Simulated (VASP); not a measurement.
# Mg3PN: single point with PBEsol

Crystal: Mg3PN.

```
P N Mg
1.0
     4.15275    0.00000    0.00000
     0.00000    4.15274    0.00001
     0.00001    0.00001    8.30543
P N Mg
2 2 6
Direct
  0.00329 0.99805 0.00071
  0.00329 0.99805 0.50070
  0.50330 0.49805 0.25071
  0.50330 0.49805 0.75071
  0.50330 0.49806 0.00071
  0.50330 0.99805 0.25071
  0.00330 0.49805 0.25071
  0.50330 0.49805 0.50071
  0.50330 0.99805 0.75071
  0.00330 0.49806 0.75071
```

```yaml
Program: VASP 6.6.1
Task: single point
Functional: PBEsol
Potentials_or_basis: VASP PAW PBE potentials, release 64 (P, N, Mg)
Cutoff: 520 eV
k_mesh: 4 × 4 × 2
Occupations: fermi-dirac, width 0.05 eV
Spin: no spin polarisation
```

```
Pressure               : -0.1 GPa
Band gap on the k mesh : 1.69 eV
```

Levels at points of the mesh, in eV from the valence-band top:
```csv
k point,band 12,band 13,band 14,band 15,band 16,band 17,band 18,band 19,band 20,band 21
"(0.00, 0.00, 0.00)",-0.99,-0.98,0.00,0.00,0.00,1.69,1.69,1.96,2.72,4.03
"(0.50, 0.00, 0.00)",-0.99,-0.98,-0.91,-0.91,-0.44,1.76,2.57,2.72,4.03,4.10
"(0.50, 0.50, 0.00)",-3.26,-2.72,-0.91,-0.91,-0.44,1.76,2.57,4.10,4.10,4.33
"(0.00, 0.00, 0.50)",-1.91,-0.44,-0.44,-0.44,-0.44,2.11,2.11,2.85,2.85,4.71
"(0.50, 0.00, 0.50)",-1.87,-1.05,-1.05,-0.74,-0.74,3.06,3.06,3.33,3.33,4.83
"(0.50, 0.50, 0.50)",-2.19,-1.89,-1.89,-1.89,-1.89,2.97,2.97,4.21,4.21,4.21
```

Run time: 38 s on 1 thread of AMD EPYC 9R45 96-Core Processor (Zen 5) (shared host), peak memory 0.22 GiB.

Caveat: the PAW data sets were made with another functional, which shifts forces and pressure a little. A hybrid or GW would open this gap; PBEsol tends to underestimate it.
